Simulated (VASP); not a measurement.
# Fe4Pt (I4/m) in VASP: single point with PBE

Aim: the single point of Fe4Pt with PBE.

Program: VASP 6.6.1. These are calculated values, not measurements. Logs are shortened: lines on timing, memory, paths and dates and some standing lists are left out, and cuts for length are marked.

### Step 1. The cell of the first run

Symmetry: I4/m, No. 87, tetragonal system. Conventional cell: a = 6.609 Å, b = 6.609 Å, c = 2.911 Å, α = 90.00°, β = 90.00°, γ = 90.00°. Fe (site symmetry m) has 11 Fe at 2.49 to 3.08 Å and 3 Pt at 2.62 to 2.88 Å within 3.3 Å. Within 3.5 Å of Pt (site symmetry 4/m) lie 12 Fe at 2.62 to 2.88 Å and 2 Pt at 2.91 Å.

### Step 2. Single point, PBE, collinear spin, ferromagnetic start

Input file INCAR:

```
ALGO = Normal
EDIFF = 1E-6
ENCUT = 600
GGA = PE
GGA_COMPAT = False
ISIF = 2
ISMEAR = 0
ISPIN = 2
LASPH = True
LCHARG = True
LELF = True
LMAXMIX = 4
LORBIT = 11
LREAL = False
LVHAR = True
LWAVE = False
MAGMOM = 2.99 2.99 2.99 2.99 0.57
NBANDS = 33
NELM = 200
PREC = Accurate
SIGMA = 0.1
```

Input file KPOINTS:

```
k-points
0
Gamma
  6 6 6
```

Input file POSCAR:

```
Fe4Pt
1.0
   -3.3043552000      3.3043552000      1.4553651000
    3.3043552000     -3.3043552000      1.4553651000
    3.3043552000      3.3043552000     -1.4553651000
Fe Pt
4 1
Direct
    0.6881300000      0.8931580000      0.5812880000
    0.3118700000      0.1068420000      0.4187120000
    0.1068420000      0.6881300000      0.7949720000
    0.8931580000      0.3118700000      0.2050280000
    0.5000000000      0.5000000000      0.0000000000
```

Potentials or basis: VASP PAW PBE potentials, release 64 (Fe, Pt).

Launch:

```console
$ cat potpaw_PBE.64/Fe/POTCAR potpaw_PBE.64/Pt/POTCAR > POTCAR
$ mpirun -np 1 vasp_std > vasp.out
```

OUTCAR:

```text
EDIFF = 1E-6
   ENCUT = 600
   GGA = PE
   ISIF = 2
   ISMEAR = 0
   ISPIN = 2
   LASPH = True
   LORBIT = 11
   LREAL = False
   NELM = 200
   PREC = Accurate

 ion  position               nearest neighbor table
   1  0.688  0.893  0.581-   4 2.49   3 2.49   4 2.49   3 2.49   2 2.52   2 2.52   5 2.62   5 2.62
                             2 2.86   5 2.88   4 3.08   3 3.08
   2  0.312  0.107  0.419-   3 2.49   3 2.49   4 2.49   4 2.49   1 2.52   1 2.52   5 2.62   5 2.62
                             1 2.86   5 2.88   3 3.08   4 3.08
   3  0.107  0.688  0.795-   2 2.49   1 2.49   2 2.49   1 2.49   4 2.52   4 2.52   5 2.62   5 2.62
                             4 2.86   5 2.88   1 3.08   2 3.08
   4  0.893  0.312  0.205-   1 2.49   2 2.49   1 2.49   2 2.49   3 2.52   3 2.52   5 2.62   5 2.62
                             3 2.86   5 2.88   1 3.08   2 3.08
   5  0.500  0.500  0.000-   3 2.62   1 2.62   2 2.62   4 2.62   4 2.62   3 2.62   2 2.62   1 2.62
                             2 2.88   1 2.88   3 2.88   4 2.88

  LATTYP: Found a body centered tetragonal cell.
 ALAT       =     6.6087104000
 C/A-ratio  =     0.4404384553

  Lattice vectors:

 A1 = (  -3.3043552000,   3.3043552000,   1.4553651000)
 A2 = (   3.3043552000,  -3.3043552000,   1.4553651000)
 A3 = (   3.3043552000,   3.3043552000,  -1.4553651000)

Analysis of symmetry for initial positions (statically):
=====================================================================
 Subroutine PRICEL returns:
 Original cell was already a primitive cell.

 Routine SETGRP: Setting up the symmetry group for a
 body centered tetragonal supercell.

 Subroutine GETGRP returns: Found  8 space group operations
 (whereof  8 operations were pure point group operations)
 out of a pool of 16 trial point group operations.

The static configuration has the point symmetry C_4h.

Analysis of symmetry for dynamics (positions and initial velocities):
=====================================================================
 Subroutine PRICEL returns:
 Original cell was already a primitive cell.

 Routine SETGRP: Setting up the symmetry group for a
 body centered tetragonal supercell.

 Subroutine GETGRP returns: Found  8 space group operations
 (whereof  8 operations were pure point group operations)
 out of a pool of 16 trial point group operations.

The dynamic configuration has the point symmetry C_4h.

Analysis of structural, dynamic, and magnetic symmetry:
=====================================================================
 Subroutine PRICEL returns:
 Original cell was already a primitive cell.

[... 139 lines left out ...]
   LHFCALC =     F    Hartree Fock is set to
   AEXX    =    0.0000 exact exchange contribution
   IVDW    =     0    specifies the selected vdW correction
   LEPSILON=     F    determine dielectric tensor
   LRPA    =     F    only Hartree local field effects (RPA)
 spin polarized calculation
 Gauss-broadening in eV      SIGMA  =   0.10
  energy-cutoff  :      600.00
  volume of cell :       63.56
 maximum number of plane-waves:      2153
   NGX = 19   NGY = 19   NGZ = 19

 number of electron      41.9999987 magnetization      11.2509488

 Free energy of the ion-electron system (eV)
  ---------------------------------------------------
  ext. energy  EPLUGINS =         0.00000000
  ---------------------------------------------------
  free energy    TOTEN  =       -39.46579336 eV

  energy without entropy =      -39.44751299  energy(sigma->0) =      -39.45665317

 E-fermi :   7.0072     XC(G=0): -12.9125

 val. band max:        7.0001479040   @ k =   0.3333   0.1667  -0.0000
 cond. band min:       7.0292801039   @ k =   0.0000   0.0000   0.0000
 fundamental gap:      0.0291321999
 Fermi energy:         7.0071930270

 spin component 1

 k-point     1 :       0.0000    0.0000    0.0000
  band No.  band energies     occupation
      1      -2.0682      1.00000
      2       1.1336      1.00000
      3       1.7211      1.00000
      4       2.5301      1.00000
      5       2.6448      1.00000
      6       2.6448      1.00000
[... 853 lines left out ...]
     32      14.9689      0.00000
     33      16.3684      0.00000

 [... further k-points ...]

 spin component 2

 k-point     1 :       0.0000    0.0000    0.0000
  band No.  band energies     occupation
      1      -1.8708      1.00000
      2       1.6159      1.00000
      3       2.1569      1.00000
      4       3.0927      1.00000
      5       4.1157      1.00000
      6       4.1157      1.00000
[... 853 lines left out ...]
     32      15.8597      0.00000
     33      17.0577      0.00000

 [... further k-points ...]
[... 5 lines left out ...]
  --------------------------------------------------------------------------------------
  -------------------------------------------------------------------------------------
  Total        0.0089898      0.0089898     -0.3199869      0.0000013      0.0000000      0.0000000
  in kB        0.2265973      0.2265973     -8.0656120      0.0000321      0.0000000      0.0000000
  external PRESSURE =      -2.5374724 kB  Pullay stress =       0.0000000 kB

 VOLUME and BASIS-vectors are now :
 -----------------------------------------------------------------------------
  energy-cutoff  :      600.00
  volume of cell :       63.56
      direct lattice vectors                 reciprocal lattice vectors
    -3.304355200  3.304355200  1.455365100     0.000000000  0.151315452  0.343556404
     3.304355200 -3.304355200  1.455365100     0.151315452  0.000000000  0.343556404
     3.304355200  3.304355200 -1.455365100     0.151315452  0.151315452  0.000000000

 POSITION                                       TOTAL-FORCE (eV/Angst)
 -----------------------------------------------------------------------------------
      2.59827      1.24330      1.45537         0.005133     -0.023489      0.000000
      0.70609      2.06106      0.00000        -0.005133      0.023489     -0.000000
      4.54765      0.70609      0.00000        -0.023489     -0.005133      0.000000
     -1.24330      2.59827      1.45537         0.023489      0.005133     -0.000000
      0.00000      0.00000      1.45537         0.000000     -0.000000     -0.000000
 -----------------------------------------------------------------------------------
    total drift:                               -0.000000     -0.000000      0.000000

  FREE ENERGIE OF THE ION-ELECTRON SYSTEM (eV)
  ---------------------------------------------------
  free  energy   TOTEN  =       -39.4657933582 eV

  energy  without entropy=      -39.4475129883  energy(sigma->0) =      -39.45665317

 total charge

# of ion       s       p       d       tot
------------------------------------------
    1        0.450   0.483   6.193   7.126
    2        0.450   0.483   6.193   7.126
    3        0.450   0.483   6.193   7.126
    4        0.450   0.483   6.193   7.126
    5        0.722   0.677   7.995   9.394
--------------------------------------------------
tot          2.523   2.607  32.768  37.898

 magnetization (x)

# of ion       s       p       d       tot
------------------------------------------
    1       -0.004  -0.035   2.729   2.690
    2       -0.004  -0.035   2.729   2.690
    3       -0.004  -0.035   2.729   2.690
    4       -0.004  -0.035   2.729   2.690
    5       -0.023  -0.078   0.559   0.459
--------------------------------------------------
tot         -0.039  -0.216  11.475  11.220
```

Wall time 3.8 min (1 thread of AMD EPYC 7R13 (Zen 3), shared host); peak memory 0.34 GiB.

What came out:

* Free energy: -39.4658 eV
* Pressure: -0.3 GPa
* Largest force: 0.024 eV/Å
* Net moment: 11.25 μB per cell
* Site moments: Fe +2.69; Pt +0.46 μB
* Valence electrons inside the program's atomic spheres: Fe 7.13; Pt 9.39

Forces in eV/Å, atoms in the order of the input:
```
Fe   0.005 -0.023  0.000
Fe  -0.005  0.023  0.000
Fe  -0.023 -0.005  0.000
Fe   0.023  0.005  0.000
Pt   0.000  0.000  0.000
```

Levels at points of the mesh, in eV from the Fermi level:
Spin up:
```
           k point  band 24  band 25  band 26  band 27  band 28  band 29  band 30  band 31
(0.00, 0.00, 0.00)    -0.66    -0.66    -0.49     0.93     1.09     1.09     2.59     8.31
(0.50, 0.00, 0.00)    -0.92    -0.21     0.05     0.11     0.56     3.55     3.82     6.35
(0.50, 0.50, 0.00)    -1.22    -0.75    -0.68    -0.22    -0.02     2.42     3.61     6.22
(0.50, 0.50, 0.50)    -1.24    -1.12    -0.72    -0.45    -0.45    -0.39     8.39     8.39
```
Spin down:
```csv
k point,band 13,band 14,band 15,band 16,band 17,band 18
"(0.00, 0.00, 0.00)",-0.56,-0.46,-0.37,-0.37,0.02,0.27
"(0.50, 0.00, 0.00)",-1.03,-0.92,-0.22,0.17,0.32,0.93
"(0.50, 0.50, 0.00)",-0.53,-0.44,-0.05,0.25,0.38,0.49
"(0.50, 0.50, 0.50)",-0.91,-0.78,-0.09,0.18,0.71,0.71
```

Caveat: the k points lie up to 0.39 Å⁻¹ apart; spin-orbit coupling is left out, which moves the levels of the heavy elements.
